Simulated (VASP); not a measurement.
Here is a VASP 6.6.1 calculation.

Contents of POSCAR:

```
ZrCu
1.0
    3.2526600000      0.0000000000      0.0000000000
    0.0000000000      3.2526600000      0.0000000000
    0.0000000000      0.0000000000      3.2526600000
Zr Cu
1 1
Direct
    0.5000000000      0.5000000000      0.5000000000
    0.0000000000      0.0000000000      0.0000000000
```

Contents of INCAR.step1:

```
PREC = Accurate
ENCUT = 600
ISMEAR = 1
SIGMA = 0.1
LREAL = False
LASPH = True
NELM = 80
GGA = PE
ALGO = Normal
EDIFF = 1E-4
LWAVE = True
LCHARG = False
```

The input INCAR.step2:

```
PREC = Accurate
ENCUT = 600
EDIFF = 1E-6
ISMEAR = 1
SIGMA = 0.1
LREAL = False
LASPH = True
NELM = 80
ALGO = Normal
ISIF = 3
LWAVE = False
LCHARG = False
METAGGA = R2SCAN
LMIXTAU = True
IBRION = 2
NSW = 80
EDIFFG = -0.01
PSTRESS = 400.0
ISTART = 1
```

The input KPOINTS:

```
Automatic mesh
0
Gamma
  9 9 9
```

Potentials or basis: VASP PAW PBE potentials, release 64 (Zr_sv, Cu).

Run with:

```sh
$ cat potpaw_PBE.64/Zr_sv/POTCAR potpaw_PBE.64/Cu/POTCAR > POTCAR
$ cp INCAR.step1 INCAR
$ mpirun -np 1 vasp_std > vasp.out
$ cp INCAR.step2 INCAR
$ mpirun -np 1 vasp_std > vasp.out
```

Task: Predict the space group after relaxing (to 0.1 Å).

Result: Pm-3m (No. 221).

Task: Estimate the relaxed volume.

Result: 13.98 Å³/atom.

Final structure:
```cif
data_structure
_symmetry_space_group_name_H-M 'P 1'
_symmetry_Int_Tables_number 1
_cell_length_a 3.0352
_cell_length_b 3.0352
_cell_length_c 3.0352
_cell_angle_alpha 90.000
_cell_angle_beta 90.000
_cell_angle_gamma 90.000
_cell_volume 27.96
loop_
_atom_site_label
_atom_site_type_symbol
_atom_site_fract_x
_atom_site_fract_y
_atom_site_fract_z
_atom_site_occupancy
Zr1 Zr 0.50000 0.50000 0.50000 1
Cu1 Cu 0.00000 0.00000 0.00000 1
```

Caveat: the cell is relaxed towards a set pressure, so the run minimises the enthalpy, not the energy; the volume moved by over 15 % at a fixed basis, so the end points are rough; the PAW data sets were made with another functional, which shifts forces and pressure a little.
